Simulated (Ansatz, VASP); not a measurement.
# Two plane-wave programs on Ba

Contents of INCAR:

```
  PREC = Accurate
  ENCUT = 520
  EDIFF = 1E-7
  ISMEAR = -1
  SIGMA = 0.1
  LREAL = False
  LASPH = True
  NELM = 60
  ALGO = Normal
  ISIF = 2
  LWAVE = False
  LCHARG = False
  GGA = PS
  NBANDS = 11
```

KPOINTS

```
Automatic mesh
0
Gamma
  10 10 10
```

POSCAR

```
Ba
1.0
    0.0000000000      2.9525744928      2.9525744928
    2.9525744928      0.0000000000      2.9525744928
    2.9525744928      2.9525744928      0.0000000000
Ba
1
Direct
    0.0000000000      0.0000000000      0.0000000000
```

Input for Ansatz:

```yaml
crystal:
  lattice:
    - [0.0, 2.9525744928, 2.9525744928]
    - [2.9525744928, 0.0, 2.9525744928]
    - [2.9525744928, 2.9525744928, 0.0]
  atoms:
    - { symbol: Ba, position: [0.0, 0.0, 0.0] }
hamiltonian:
  xc: pbesol
  pseudopotentials:
    kind: paw
    azcp:
      Ba: "pseudopotentials/Ba.paw.azcp"
basis:
  ecutwfc: 420
  fft_grid_basis: typed
kpoints:
  mp_grid: { grid: [10, 10, 10], shift: [0, 0, 0] }
magnetization:
  spin_polarized: false
scf:
  occupations: { method: fermi_dirac, width: 0.1 }
  lower_state_search: "off"
output:
  stress: true
```

Alike in both runs: task single point; functional PBEsol; k mesh 10 × 10 × 10; occupations fermi-dirac, width 0.1 eV; no spin polarisation.

```csv
,VASP,Ansatz
version,VASP 6.6.1,Ansatz 0.2.0
potentials or method,"VASP PAW PBE potentials, release 64 (Ba_sv), cutoff 520 eV","plane waves (420 eV) with PAW, scalar-relativistic"
valence electrons in the cell,10,10
```

```tsv
	VASP	Ansatz	Ansatz less VASP
pressure (GPa)	1.4	1.2	-0.15
```

VASP's potentials were made for PBE, not for PBEsol, and Ansatz warns of the same on its side.

Neither program's run includes spin-orbit coupling.
